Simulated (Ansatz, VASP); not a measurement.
**HfC in VASP and in Ansatz**

```
Hf C
1.0
     0.00000    2.32524    2.32524
     2.32524    0.00000    2.32524
     2.32524    2.32524    0.00000
Hf C
1 1
Direct
  0.50000 0.50000 0.50000
  0.00000 0.00000 0.00000
```

Alike in both runs: task relaxation of cell and atoms; functional PBE; k mesh 20 × 20 × 20; occupations gaussian, width 0.1 eV; no spin polarisation.

```csv
,VASP,Ansatz
version,VASP 6.6.1,Ansatz 0.2.0
potentials or method,"VASP PAW PBE potentials, release 64 (Hf_pv, C), cutoff 600 eV","scalar-relativistic, plane waves, PAW"
valence electrons in the cell,14,30
```

Ansatz gave:

- gap on the k mesh at the Fermi level, each at its own relaxed structure (eV): none
- relaxed volume (Å³/atom): 12.58
- relaxed cell length with the largest relative difference (Å): 3.289

Task: Estimate VASP's values.

Result: gap on the k mesh at the Fermi level, each at its own relaxed structure (eV): none; relaxed volume (Å³/atom): 12.54; relaxed cell length with the largest relative difference (Å): 3.286.

A gap of «none» marks a metal or a gap that the smearing closes. VASP's potentials hold 14 valence electrons a cell and Ansatz's 30, so a difference there can come from the potentials and not from the codes.

Spin-orbit coupling is off throughout.
